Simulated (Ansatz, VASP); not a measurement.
## One calculation of BAs, two programs

The input INCAR:

```
ALGO = Normal ; EDIFF = 1E-7
ENCUT = 520 ; GGA = PE
ISIF = 2 ; ISMEAR = -1
LASPH = T ; LCHARG = F
LREAL = F ; LWAVE = F
NBANDS = 11 ; NELM = 100
PREC = Accurate ; SIGMA = 0.03
```

The input KPOINTS:

```
k-points
0
Gamma
  15 15 15
```

POSCAR

```
BAs
1.0
    0.0000000000      2.4601550000      2.3885000000
    2.4601550000      0.0000000000      2.3885000000
    2.4601550000      2.4601550000      0.0000000000
B As
1 1
Direct
    0.0000000000      0.0000000000      0.0000000000
    0.7500000000      0.7500000000      0.7500000000
```

Input for Ansatz:

```yaml
crystal:
  lattice:
    - [0.0, 2.460155, 2.3885]
    - [2.460155, 0.0, 2.3885]
    - [2.460155, 2.460155, 0.0]
  atoms:
    - { symbol: B, position: [0.0, 0.0, 0.0] }
    - { symbol: As, position: [0.75, 0.75, 0.75] }
kpoints:
  mp_grid: { grid: [15, 15, 15] }
  band_path:
    path:
      - [0.0, 0.0, 0.0]
      - [0.0, 0.5, 0.5]
      - [0.25, 0.75, 0.5]
      - [0.0, 0.5, 0.0]
      - [0.0, 0.0, 0.0]
      - [0.5, 0.5, 0.0]
      - [0.3826125, 0.6173875, 0.0]
      - [-0.3826125, 0.3826125, 0.0]
      - [0.0, 0.0, 0.0]
    npoints: 5
scf:
  occupations: { method: fermi_dirac, width: 0.03 }
hamiltonian:
  xc: pbe
  pseudopotentials: { kind: all_electron, lapw: { basis_error: 0.00025 } }
output:
  forces: true
  stress: true
  eigenvalues: true
```

Change from the starting cell: equal xx and yy strain of +3 %.

Alike in both runs: task single point; functional PBE; k mesh 15 × 15 × 15; occupations fermi-dirac, width 0.03 eV; no spin polarisation.

|  | VASP | Ansatz |
| --- | --- | --- |
| version | VASP 6.6.1 | Ansatz 0.2.0 |
| potentials or method | VASP PAW PBE potentials, release 64 (B, As), cutoff 520 eV | all-electron LAPW, scalar-relativistic |

Ansatz gave:

* pressure (GPa): -4.7
* traceless stress, the component that is largest in VASP (GPa): 3.70

Question: Which values does VASP return?

Answer: Pressure (GPa): -4.2; traceless stress, the component that is largest in VASP (GPa): 3.68.

Ansatz ran all-electron here, and VASP with PAW potentials.
